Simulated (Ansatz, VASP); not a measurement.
One calculation of HfC5, two programs

```
CELL_PARAMETERS angstrom
4.60579 0.00000 0.00000
-2.30290 3.98873 0.00000
0.00000 0.00000 2.57534
ATOMIC_POSITIONS crystal
Hf 0.00000 0.00000 0.00000
C 0.00000 0.50000 0.50000
C 0.33333 0.66667 0.00000
C 0.66667 0.33333 0.00000
C 0.50000 0.00000 0.50000
C 0.50000 0.50000 0.50000
```

Change from the starting cell: species swapped into the DyRh5 type (P6/mmm, No. 191).

Alike in both runs: functional PBE; k mesh 6 × 6 × 4; occupations gaussian, width 0.1 eV; no spin polarisation.

Ansatz relaxed the structure, and its values are those at the end. VASP's run is a single point on that final structure, the one shown.

|  | VASP | Ansatz |
| --- | --- | --- |
| version | VASP 6.6.1 | Ansatz 0.2.0 |
| potentials or method | VASP PAW PBE potentials, release 64 (Hf_pv, C), cutoff 520 eV | scalar-relativistic, plane waves, PAW |
| valence electrons in the cell | 30 | 46 |

```csv
,VASP,Ansatz,Ansatz less VASP
gap on the k mesh at the Fermi level (eV),none,none,-
pressure (GPa),-1.1,0.0,+1.10
```

A gap of «none» marks a metal or a gap that the smearing closes. VASP's potentials hold 30 valence electrons a cell and Ansatz's 46, so a difference there can come from the potentials and not from the codes.

The k mesh is coarse, so the values compare programs but aren't converged. Spin-orbit coupling is off throughout.
